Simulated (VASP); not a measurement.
Input of a VASP 6.6.1 run:

INCAR

```
PREC = Accurate ; ENCUT = 520
EDIFF = 1E-6 ; ISMEAR = -1
SIGMA = 0.05 ; LREAL = False
LASPH = True ; NELM = 80
ALGO = Normal ; ISIF = 2
LWAVE = False ; LCHARG = False
GGA = RE ; IVDW = 12
NBANDS = 29
```

Contents of KPOINTS:

```
Automatic mesh
0
Gamma
  7 7 7
```

Contents of POSCAR:

```
TiSi2
1.0
    0.0000000000      4.0096619621      4.2109205167
    2.3437462370      0.0000000000      4.2109205167
    2.3437462370      4.0096619621      0.0000000000
Ti Si
2 4
Direct
    0.7500000000      0.7500000000      0.7500000000
    0.5000000000      0.5000000000      0.5000000000
    0.4132354217      0.0867645783      0.4132354217
    0.0867645783      0.4132354217      0.0867645783
    0.1632354217      0.8367645783      0.1632354217
    0.8367645783      0.1632354217      0.8367645783
```

Potentials or basis: VASP PAW PBE potentials, release 64 (Ti_sv, Si).

Command:

```bash
$ cat potpaw_PBE.64/Ti_sv/POTCAR potpaw_PBE.64/Si/POTCAR > POTCAR
$ mpirun -np 1 vasp_std > vasp.out
```

**Question.** Predict the pressure.

**Answer.** -0.3 GPa.

**Question.** Estimate the dispersion energy per atom.

**Answer.** -1.096 eV.

Forces on the atoms (eV/Å):
```
Ti   0.000  0.000  0.000
Ti   0.000  0.000  0.000
Si   0.000 -0.004  0.000
Si   0.000  0.004  0.000
Si   0.000 -0.004  0.000
Si   0.000  0.004  0.000
```

Caveat: the PAW data sets were made with another functional, which shifts forces and pressure a little; pairwise dispersion overbinds metals, which lowers pressure and volume.
